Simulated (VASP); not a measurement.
The system is LiF.

```
CELL_PARAMETERS angstrom
2.58013 0.00000 0.00000
-1.29006 2.23446 0.00000
0.00000 0.00000 4.21335
ATOMIC_POSITIONS crystal
Li 0.33333 0.66667 0.00000
Li 0.66667 0.33333 0.50000
F 0.33333 0.66667 0.37500
F 0.66667 0.33333 0.87500
```

```yaml
Program: VASP 6.6.1
Task: relaxation of cell and atoms
Functional: PBE
Potentials_or_basis: VASP PAW PBE potentials, release 64 (Li_sv, F)
Cutoff: 600 eV
k_mesh: 12 × 12 × 6
Occupations: fermi-dirac, width 0.02 eV
Spin: no spin polarisation
```

At the start: pressure 86.4 GPa; volume 6.07 Å³/atom.

Question: Where does the relaxation end?

Answer: Over 8 steps the energy falls by 700.3 meV/atom and the volume is 9.66 Å³/atom (+59.2 %); space group P6_3mc (No. 186, to 0.1 Å) before and after.

The path:
| step | energy change (eV) | largest force (eV/Å) | pressure (GPa) | volume (Å³) |
| --- | --- | --- | --- | --- |
| 1 | 0.0000 | 0.0676 | 86.36 | 24.29 |
| 2 | -2.7904 | 0.0379 | 2.67 | 37.71 |
| 3 | -2.7952 | 0.0351 | -1.68 | 39.36 |
| 4 | -2.7986 | 0.0362 | 0.00 | 38.70 |
| 5 | -2.7993 | 0.0364 | -0.01 | 38.70 |
| 6 | -2.8006 | 0.0387 | -0.04 | 38.69 |
| 7 | -2.8007 | 0.0395 | -0.05 | 38.69 |
| 8 | -2.8011 | 0.0011 | 0.02 | 38.66 |

Final structure:
```xyz
4
Lattice="3.0337 0.0000 0.0000 -1.5168 2.6272 0.0000 0.0000 0.0000 4.8506" Properties=species:S:1:pos:R:3 pbc="T T T"
Li    0.0000    1.7515    4.8331
Li    1.5168    0.8757    2.4078
F     0.0000    1.7515    1.8365
F     1.5168    0.8757    4.2618
```

Caveat: the cutoff is under 1.25 times the usual one of these potentials, so pressure, stress and relaxed cells hold a basis-set (Pulay) error; the volume moved by over 15 % at a fixed basis, so the end points are rough.
